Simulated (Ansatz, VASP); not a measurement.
# ScSi2O3: VASP beside Ansatz

```
Sc Si O
1.0
     5.11292    0.00000    0.00000
    -2.55646    4.42792    0.00000
     0.00000    0.00000    6.74634
Sc Si O
2 4 6
Direct
  0.00000 0.00000 0.00000
  0.00000 0.00000 0.50000
  0.66667 0.33333 0.07648
  0.33333 0.66667 0.92352
  0.33333 0.66667 0.57648
  0.66667 0.33333 0.42352
  0.17454 0.34909 0.75000
  0.65091 0.82546 0.75000
  0.17454 0.82546 0.75000
  0.82546 0.65091 0.25000
  0.34909 0.17454 0.25000
  0.82546 0.17454 0.25000
```

Change from the starting cell: species swapped into the Ta2Cr3Si type (P6_3/mmc, No. 194).

Alike in both runs: functional PBE; k mesh 12 × 12 × 6; occupations gaussian, width 0.1 eV; no spin polarisation.

Ansatz relaxed the structure, and its values are those at the end. VASP's run is a single point on that final structure, the one shown.

|  | VASP | Ansatz |
| --- | --- | --- |
| version | VASP 6.6.1 | Ansatz 0.2.0 |
| potentials or method | VASP PAW PBE potentials, release 64 (Sc_sv, Si, O), cutoff 520 eV | scalar-relativistic, plane waves, PAW |
| valence electrons in the cell | 74 | 74 |

Ansatz gave:

| Quantity | Value |
| --- | --- |
| gap on the k mesh at the Fermi level (eV) | none |
| pressure (GPa) | 0.0 |
| rms of the force components (eV/Å) | 0.000 |

Problem. What did VASP give for the same quantities?

Solution. gap on the k mesh at the Fermi level (eV): none; pressure (GPa): 0.3; rms of the force components (eV/Å): 0.019.

A gap of «none» marks a metal or a gap that the smearing closes.
